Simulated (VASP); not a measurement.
# Mg2C (I4/mmm) in VASP: notebook, part 2 of 3

VASP 6.6.1. The steps go on from the part before.

**4. Relaxation of cell and atoms, PBE**

The input, INCAR:

```
SYSTEM = Mg2C
PREC = Accurate ; ENCUT = 600
EDIFF = 1E-6 ; ISMEAR = 0
SIGMA = 0.1 ; LREAL = .False.
LASPH = .True. ; NELM = 60
ALGO = Normal ; ISIF = 3
LWAVE = .False. ; LCHARG = .False.
GGA = PE ; IBRION = 2
NSW = 90 ; EDIFFG = -0.04
```

The input, KPOINTS:

```
Automatic mesh
0
Gamma
  6 6 6
  0 0 0
```

The input, POSCAR:

```
Mg2C
1.0
   -2.0976739300      2.0976739300      2.7398114600
    2.0976739300     -2.0976739300      2.7398114600
    2.0976739300      2.0976739300     -2.7398114600
Mg C
2 1
Direct
    0.5000000000      0.0000000000      0.5000000000
    0.0000000000      0.5000000000      0.5000000000
    0.5000000000      0.5000000000      0.0000000000
```

Potentials or basis: VASP PAW PBE potentials, release 64 (Mg, C).

The run is started by

```bash
$ cat potpaw_PBE.64/Mg/POTCAR potpaw_PBE.64/C/POTCAR > POTCAR
$ mpirun -np 1 vasp_std > vasp.out
```

OUTCAR:

```text
SYSTEM = Mg2C
   PREC = Accurate
   ENCUT = 600
   EDIFF = 1E-6
   ISMEAR = 0
   LREAL = .False.
   LASPH = .True.
   NELM = 60
   ISIF = 3
   GGA = PE
   IBRION = 2
   NSW = 90
   EDIFFG = -0.04

 ion  position               nearest neighbor table
   1  0.500  0.000  0.500-   3 2.10   3 2.10   2 2.74   2 2.74   2 2.97   2 2.97   2 2.97   2 2.97

   2  0.000  0.500  0.500-   3 2.10   3 2.10   1 2.74   1 2.74   1 2.97   1 2.97   1 2.97   1 2.97

   3  0.500  0.500  0.000-   1 2.10   2 2.10   1 2.10   2 2.10

  LATTYP: Found a body centered tetragonal cell.
 ALAT       =     4.1953478600
 C/A-ratio  =     1.3061188495

  Lattice vectors:

 A1 = (  -2.0976739300,   2.0976739300,   2.7398114600)
 A2 = (   2.0976739300,  -2.0976739300,   2.7398114600)
 A3 = (   2.0976739300,   2.0976739300,  -2.7398114600)

Analysis of symmetry for initial positions (statically):
=====================================================================
 Subroutine PRICEL returns:
 Original cell was already a primitive cell.

 Routine SETGRP: Setting up the symmetry group for a
 body centered tetragonal supercell.

 Subroutine GETGRP returns: Found 16 space group operations
 (whereof 16 operations were pure point group operations)
 out of a pool of 16 trial point group operations.

The static configuration has the point symmetry D_4h.

Analysis of symmetry for dynamics (positions and initial velocities):
=====================================================================
 Subroutine PRICEL returns:
 Original cell was already a primitive cell.

 Routine SETGRP: Setting up the symmetry group for a
 body centered tetragonal supercell.

 Subroutine GETGRP returns: Found 16 space group operations
 (whereof 16 operations were pure point group operations)
 out of a pool of 16 trial point group operations.

The dynamic configuration has the point symmetry D_4h.
[... 132 lines left out ...]
 conjugate gradient relaxation of ions
 non-spin polarized calculation
 Gauss-broadening in eV      SIGMA  =   0.10
  energy-cutoff  :      600.00
  volume of cell :       48.22
 maximum number of plane-waves:      1626
   NGX = 17   NGY = 17   NGZ = 17

--------------------------------------- Ionic step        1  -------------------------------------------

 number of electron       8.0000000 magnetization

 Free energy of the ion-electron system (eV)
  ---------------------------------------------------
  ext. energy  EPLUGINS =         0.00000000
  ---------------------------------------------------
  free energy    TOTEN  =        -9.86830516 eV

  energy without entropy =       -9.86704498  energy(sigma->0) =       -9.86767507

------------------------ aborting loop because EDIFF is reached ----------------------------------------

  FORCE on cell =-STRESS in cart. coord.  units (eV):
  Direction    XX          YY          ZZ          XY          YZ          ZX
  --------------------------------------------------------------------------------------
  -------------------------------------------------------------------------------------
  Total        0.8160949      0.8160949      2.7218248      0.0000000      0.0000000      0.0000000
  in kB       27.1140647     27.1140647     90.4303311      0.0000000      0.0000000      0.0000000
  external PRESSURE =      48.2194869 kB  Pullay stress =       0.0000000 kB
[... 172 lines left out ...]
--------------------------------------- Ionic step        6  -------------------------------------------

 number of electron       8.0000000 magnetization

 Free energy of the ion-electron system (eV)
  ---------------------------------------------------
  ext. energy  EPLUGINS =         0.00000000
  ---------------------------------------------------
  free energy    TOTEN  =       -10.01466213 eV

  energy without entropy =      -10.01349802  energy(sigma->0) =      -10.01408007

 E-fermi :   2.5091     XC(G=0):  -8.6896

 val. band max:        2.1685104206   @ k =   0.5000   0.5000   0.0000
 cond. band min:       2.5138660474   @ k =  -0.1667   0.1667   0.0000
 fundamental gap:      0.3453556267
 Fermi energy:         2.5090646557

 k-point     1 :       0.0000    0.0000    0.0000
  band No.  band energies     occupation
      1      -7.7699      2.00000
      2       1.1595      2.00000
      3       1.2649      2.00000
      4       1.2649      2.00000
      5       2.9045      0.00000
      6       7.5929      0.00000
      7       8.2456      0.00000
      8       8.2456      0.00000
[... 243 lines left out ...]
 k-point    24 :      -0.1667   -0.3333    0.1667
  band No.  band energies     occupation
      1      -7.2365      2.00000
      2      -0.7256      2.00000
      3       0.8065      2.00000
      4       1.0363      2.00000
      5       4.1236      0.00000
      6       5.7289      0.00000
      7       6.6850      0.00000
      8       8.0401      0.00000

 [... further k-points ...]

------------------------ aborting loop because EDIFF is reached ----------------------------------------

  FORCE on cell =-STRESS in cart. coord.  units (eV):
  Direction    XX          YY          ZZ          XY          YZ          ZX
  --------------------------------------------------------------------------------------
  -------------------------------------------------------------------------------------
  Total        0.0906830      0.0906830      0.0910728      0.0000000      0.0000000      0.0000000
  in kB        2.6587017      2.6587017      2.6701319      0.0000000      0.0000000      0.0000000
  external PRESSURE =       2.6625117 kB  Pullay stress =       0.0000000 kB
[... 18 lines left out ...]
  FREE ENERGIE OF THE ION-ELECTRON SYSTEM (eV)
  ---------------------------------------------------
  free  energy   TOTEN  =       -10.0146621307 eV

  energy  without entropy=      -10.0134980151  energy(sigma->0) =      -10.01408007

 reached required accuracy - stopping structural energy minimisation
```

OSZICAR:

```text
N       E                     dE             d eps       ncg     rms          rms(c)
DAV:   1     0.148687316052E+02    0.14869E+02   -0.37161E+03   480   0.901E+02
DAV:   2    -0.113924905209E+02   -0.26261E+02   -0.25380E+02   664   0.979E+01
DAV:   3    -0.132413324113E+02   -0.18488E+01   -0.18462E+01   512   0.326E+01
[... 46 lines left out ...]
DAV:   1    -0.100148179365E+02   -0.32277E-03   -0.11004E-02   512   0.803E-01    0.593E-02
DAV:   2    -0.100146971798E+02    0.12076E-03   -0.55392E-04   584   0.114E-01    0.295E-02
DAV:   3    -0.100146712508E+02    0.25929E-04   -0.31866E-05   576   0.369E-02    0.142E-02
DAV:   4    -0.100146619757E+02    0.92751E-05   -0.19269E-05   584   0.257E-02    0.289E-03
DAV:   5    -0.100146621307E+02   -0.15499E-06   -0.12943E-06   296   0.733E-03
   6 F= -.10014662E+02 E0= -.10014080E+02  d E =-.297406E-01
```

CONTCAR:

```text
Mg2C
   1.00000000000000
    -2.1150218940260355    2.1150218940260355    3.0540563695901990
     2.1150218940260355   -2.1150218940260355    3.0540563695901990
     2.1150218940260355    2.1150218940260355   -3.0540563695901990
  Mg              C
     2     1
Direct
     0.5000000000000000    0.0000000000000000    0.5000000000000000
     0.0000000000000000    0.5000000000000000    0.5000000000000000
     0.5000000000000000    0.5000000000000000    0.0000000000000000

  0.00000000E+00  0.00000000E+00  0.00000000E+00
  0.00000000E+00  0.00000000E+00  0.00000000E+00
  0.00000000E+00  0.00000000E+00  0.00000000E+00
```

Wall time 76 s (1 thread of Intel Xeon 8259CL, shared host); peak memory 0.19 GiB.

What came out:

- Free energy: -10.0147 eV
- Relaxed volume: 18.22 Å³/atom
- Relaxed cell: a = 4.275 Å, b = 4.275 Å, c = 4.275 Å, α = 120.69°, β = 120.69°, γ = 88.81°
- Space group after relaxing (to 0.1 Å): I4/mmm (No. 139)
- Energy gained by relaxing: 48.8 meV/atom
- Ionic steps: 6
- Pressure after relaxing: 0.3 GPa
- Band gap on the k mesh: zero (bands 4 and 5 overlap by 0.35 eV)

The path:
```
step  energy change (eV)  largest force (eV/Å)  pressure (GPa)  volume (Å³)
   1              0.0000                0.0000            4.82        48.22
   2             -0.0959                0.0000            0.87        51.66
   3             -0.1082                0.0000           -2.95        56.38
   4             -0.1166                0.0000           -1.71        54.66
   5             -0.1462                0.0000            0.42        54.64
   6             -0.1464                0.0000            0.27        54.65
```

Final structure:
```
Mg C
1.0
    -2.11502    2.11502    3.05406
     2.11502   -2.11502    3.05406
     2.11502    2.11502   -3.05406
Mg C
2 1
Direct
  0.50000 0.00000 0.50000
  0.00000 0.50000 0.50000
  0.50000 0.50000 0.00000
```

**5. Single point, PBE, collinear spin**

The input, INCAR:

```
PREC = Accurate ; ENCUT = 520
EDIFF = 1E-7 ; ISMEAR = 0
SIGMA = 0.1 ; LREAL = False
LASPH = True ; NELM = 150
ALGO = Normal ; ISIF = 2
LWAVE = False ; LCHARG = True
ISPIN = 2 ; MAGMOM = 0 0 1
LORBIT = 11 ; GGA = PE
LELF = True ; LVHAR = True
NBANDS = 15
```

The input, KPOINTS:

```
regular mesh
0
Gamma
  6 6 6
```

POSCAR is that of step 4.

Potentials or basis: VASP PAW PBE potentials, release 64 (Mg, C).

The run is started by

```bash
$ cat potpaw_PBE.64/Mg/POTCAR potpaw_PBE.64/C/POTCAR > POTCAR
$ mpirun -np 1 vasp_std > vasp.out
```

OUTCAR:

```text
PREC = Accurate
   ENCUT = 520
   EDIFF = 1E-7
   ISMEAR = 0
   LREAL = False
   LASPH = True
   NELM = 150
   ISIF = 2
   ISPIN = 2
   LORBIT = 11
   GGA = PE

 ion  position               nearest neighbor table
   1  0.500  0.000  0.500-   3 2.10   3 2.10   2 2.74   2 2.74   2 2.97   2 2.97   2 2.97   2 2.97

   2  0.000  0.500  0.500-   3 2.10   3 2.10   1 2.74   1 2.74   1 2.97   1 2.97   1 2.97   1 2.97

   3  0.500  0.500  0.000-   1 2.10   2 2.10   1 2.10   2 2.10

  LATTYP: Found a body centered tetragonal cell.
 ALAT       =     4.1953478600
 C/A-ratio  =     1.3061188495

  Lattice vectors:
[... 1088 lines left out ...]
  energy-cutoff  :      520.00
  volume of cell :       48.22
      direct lattice vectors                 reciprocal lattice vectors
    -2.097673930  2.097673930  2.739811460     0.000000000  0.238359257  0.182494309
     2.097673930 -2.097673930  2.739811460     0.238359257  0.000000000  0.182494309
     2.097673930  2.097673930 -2.739811460     0.238359257  0.238359257  0.000000000

 POSITION                                       TOTAL-FORCE (eV/Angst)
 -----------------------------------------------------------------------------------
      0.00000      2.09767      0.00000        -0.000000      0.000000     -0.000000
      2.09767      0.00000      0.00000        -0.000000      0.000000     -0.000000
      0.00000      0.00000      2.73981         0.000000     -0.000000      0.000000
 -----------------------------------------------------------------------------------
    total drift:                                0.000000     -0.000000      0.000000

  FREE ENERGIE OF THE ION-ELECTRON SYSTEM (eV)
  ---------------------------------------------------
  free  energy   TOTEN  =        -9.8675759920 eV

  energy  without entropy=       -9.8663167712  energy(sigma->0) =       -9.86694638

 total charge

# of ion       s       p       d       tot
------------------------------------------
    1        0.216   0.174   0.039   0.429
    2        0.216   0.174   0.039   0.429
    3        0.891   1.400   0.000   2.291
--------------------------------------------------
tot          1.323   1.748   0.079   3.149

 magnetization (x)

# of ion       s       p       d       tot
------------------------------------------
    1        0.000   0.000   0.000   0.000
    2        0.000   0.000   0.000   0.000
    3        0.000  -0.000   0.000  -0.000
--------------------------------------------------
tot          0.000  -0.000   0.000  -0.000
```

Run time: 86 s. Hardware: 1 thread of Intel Xeon 8259CL, shared host; peak memory 0.2 GiB.

What came out:

```yaml
Free_energy: -9.8676 eV
Pressure: 4.9 GPa
Band_gap_on_the_k_mesh: zero (filled and empty bands overlap)
Net_moment: 0.00 μB per cell
Valence_electrons_inside_the_program's_atomic_spheres: Mg 0.43; C 2.29
```

Levels at points of the mesh, in eV from the Fermi level:
Spin up:
```
           k point  band 1  band 2  band 3  band 4  band 5  band 6  band 7  band 8
(0.00, 0.00, 0.00)  -10.64   -1.04   -1.04   -1.02    0.52    5.05    5.62    5.62
(0.50, 0.00, 0.00)   -9.52   -4.77   -1.56   -0.32    0.91    3.84    4.05    5.51
(0.50, 0.50, 0.00)   -9.19   -4.54   -1.88   -1.09   -0.09    1.54    4.67    8.01
(0.50, 0.50, 0.50)   -9.18   -3.55   -2.49   -2.49    0.33    2.06    5.94    7.25
```
Spin down:
| k point | band 2 | band 3 | band 4 | band 5 | band 6 | band 7 |
| --- | --- | --- | --- | --- | --- | --- |
| (0.00, 0.00, 0.00) | -1.04 | -1.04 | -1.02 | 0.52 | 5.05 | 5.62 |
| (0.50, 0.00, 0.00) | -4.77 | -1.56 | -0.32 | 0.91 | 3.84 | 4.05 |
| (0.50, 0.50, 0.00) | -4.54 | -1.88 | -1.09 | -0.09 | 1.54 | 4.67 |
| (0.50, 0.50, 0.50) | -3.55 | -2.49 | -2.49 | 0.33 | 2.06 | 5.94 |

Caveat: the cell stands under pressure.

(Continued in part 3 of 3.)
